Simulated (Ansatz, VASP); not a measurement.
**SnO: VASP beside Ansatz**

```xyz
8
Lattice="3.8202 0.0000 0.0000 0.0000 3.8202 0.0000 0.0000 0.0000 22.2261" Properties=species:S:1:pos:R:3 pbc="T T T"
Sn    2.8651    0.9550    4.5000
Sn    0.9550    2.8651    6.8630
Sn    1.9101    4.7752   11.2630
Sn    3.8202    2.8651   13.6261
O     0.9550    0.9550    5.6815
O     2.8651    2.8651    5.6815
O     3.8202    4.7752   12.4446
O     1.9101    2.8651   12.4446
```

Alike in both runs: task single point; functional PBE; dispersion D3(BJ); k mesh 7 × 7 × 1; occupations gaussian, width 0.05 eV; no spin polarisation.

```csv
,VASP,Ansatz
version,VASP 6.6.1,Ansatz 0.2.0
potentials or method,"VASP PAW PBE potentials, release 64 (Sn_d, O), cutoff 520 eV","scalar-relativistic, plane waves, PAW"
valence electrons in the cell,80,80
```

|  | VASP | Ansatz | Ansatz less VASP |
| --- | --- | --- | --- |
| gap on the k mesh at the Fermi level (eV) | 2.60 | 2.64 | +0.045 |
| least direct gap on the mesh (eV) | 2.62 | 2.66 | +0.043 |
| rms of the force components (eV/Å) | 0.053 | 0.020 | -0.0330 |
